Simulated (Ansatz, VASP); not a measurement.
## Ge2Sb2Se: VASP beside Ansatz

```xyz
5
Lattice="4.4491 0.0000 0.0000 -2.2246 3.8531 0.0000 0.0000 0.0000 8.3881" Properties=species:S:1:pos:R:3 pbc="T T T"
Ge    0.0000    2.5687    4.1940
Ge    2.2246    1.2844    0.0000
Sb    0.0000    0.0000    2.7283
Sb    0.0000    0.0000    5.6598
Se    0.0000    2.5687    0.0000
```

Alike in both runs: functional PBE; k mesh 12 × 12 × 6; occupations gaussian, width 0.1 eV; no spin polarisation.

Ansatz relaxed the structure, and its values are those at the end. VASP's run is a single point on that final structure, the one shown.

```csv
,VASP,Ansatz
version,VASP 6.6.1,Ansatz 0.2.0
potentials or method,"VASP PAW PBE potentials, release 64 (Ge_d, Sb, Se), cutoff 520 eV","scalar-relativistic, plane waves, PAW"
valence electrons in the cell,44,74
```

```tsv
	VASP	Ansatz	Ansatz less VASP
gap on the k mesh at the Fermi level (eV)	none	none	-
pressure (GPa)	0.0	0.0	-0.02
rms of the force components (eV/Å)	0.007	0.000	-0.0070
```

A gap of «none» marks a metal or a gap that the smearing closes. The functional is the same, so the differences come from potentials, cutoffs and numerics. VASP's potentials hold 44 valence electrons a cell and Ansatz's 74, so a difference there can come from the potentials and not from the codes.

Neither program's run includes spin-orbit coupling.
